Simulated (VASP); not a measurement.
Write the native input for VASP 6.6.1 that does the following.

```yaml
Task: single point
Functional: PBE
Potentials_or_basis: VASP PAW PBE potentials, release 64 (Sn_d, Ge_d, N)
Cutoff: 520 eV
k_mesh: 3 × 3 × 2
Occupations: gaussian, width 0.15 eV
Spin: no spin polarisation
Dipole_correction: no
Further_INCAR_settings: ALGO = Normal; EDIFF = 1e-07; NBANDS = 34
```

The structure of Sn2GeN2 lies in POSCAR:

```
Sn2GeN2
1.0
    3.4107082280      0.0000000000      0.0000000000
   -1.7053541140      2.9537599703      0.0000000000
    0.0000000000      0.0000000000      8.8448272053
Sn Ge N
2 1 2
Direct
    0.3333333333      0.6666666667      0.7054929254
    0.6666666667      0.3333333333      0.2945070746
    0.0000000000      0.0000000000      0.0000000000
    0.6666666667      0.3333333333      0.8485155463
    0.3333333333      0.6666666667      0.1514844537
```

The input as run:

INCAR

```
SYSTEM = Sn2GeN2
PREC = Accurate ; ENCUT = 520
EDIFF = 1E-7 ; ISMEAR = 0
SIGMA = 0.15 ; LREAL = .False.
LASPH = .True. ; NELM = 60
ALGO = Normal ; ISIF = 2
LWAVE = .False. ; LCHARG = .False.
GGA = PE ; NBANDS = 34
```

KPOINTS

```
regular mesh
0
Gamma
  3 3 2
  0 0 0
```

Potentials or basis: VASP PAW PBE potentials, release 64 (Sn_d, Ge_d, N).

Command:

```sh
$ cat potpaw_PBE.64/Sn_d/POTCAR potpaw_PBE.64/Ge_d/POTCAR potpaw_PBE.64/N/POTCAR > POTCAR
$ mpirun -np 1 vasp_std > vasp.out
```

It gave:

The pressure is 0.2 GPa. The largest force is 0.017 eV/Å and the band gap on the k mesh is 0.60 eV (least direct gap 0.81 eV).

Caveat: the k points lie up to 0.71 Å⁻¹ apart; spin-orbit coupling is left out, which moves the levels of the heavy elements.

Run time: 34 s on 1 thread of Intel(R) Xeon(R) 6975P-C (Granite Rapids), with other jobs on the host, peak memory 0.23 GiB.
